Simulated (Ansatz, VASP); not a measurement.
**CaPtC4N4 in VASP and in Ansatz**

```
CELL_PARAMETERS angstrom
6.60092 0.00000 0.00000
0.00000 6.60092 0.00000
0.00000 0.00000 6.60092
ATOMIC_POSITIONS crystal
Ca 0.00000 0.00000 0.00000
Pt 0.50000 0.50000 0.50000
C 0.21760 0.21760 0.21760
C 0.21760 0.78240 0.78240
C 0.78240 0.21760 0.78240
C 0.78240 0.78240 0.21760
N 0.32008 0.32008 0.32008
N 0.32008 0.67992 0.67992
N 0.67992 0.32008 0.67992
N 0.67992 0.67992 0.32008
```

Alike in both runs: functional PBE; k mesh 4 × 4 × 4; occupations gaussian, width 0.1 eV; collinear spin.

Ansatz relaxed the structure, and its values are those at the end. VASP's run is a single point on that final structure, the one shown.

|  | VASP | Ansatz |
| --- | --- | --- |
| version | VASP 6.6.1 | Ansatz 0.2.0 |
| potentials or method | VASP PAW PBE potentials, release 64 (Ca_sv, Pt, C, N), cutoff 520 eV | scalar-relativistic, plane waves, PAW |
| valence electrons in the cell | 56 | 64 |

Ansatz gave:

| Item | Value |
| --- | --- |
| gap on the k mesh at the Fermi level (eV) | none |
| pressure (GPa) | 0.2 |
| rms of the force components (eV/Å) | 0.007 |
| net moment per atom (μB) | 0.20 |
| size of the moment on the site where the two differ most (μB) | 0.93 |

**Question.** What did VASP give for the same quantities?

**Answer.** gap on the k mesh at the Fermi level (eV): none; pressure (GPa): 0.5; rms of the force components (eV/Å): 0.183; net moment per atom (μB): 0.20; size of the moment on the site where the two differ most (μB): 1.27.

Site moments also hang on the region over which each program counts them. A gap of «none» marks a metal or a gap that the smearing closes. One of these differences is far larger than is usual between the two programs; its cause wasn't traced. With one functional, cell and mesh, what is left measures potentials, basis and numerics. VASP's potentials hold 56 valence electrons a cell and Ansatz's 64, so a difference there can come from the potentials and not from the codes.

Spin-orbit coupling is off throughout. Noted on VASP's run: the standard files for N, O and F lose accuracy on very short bonds.
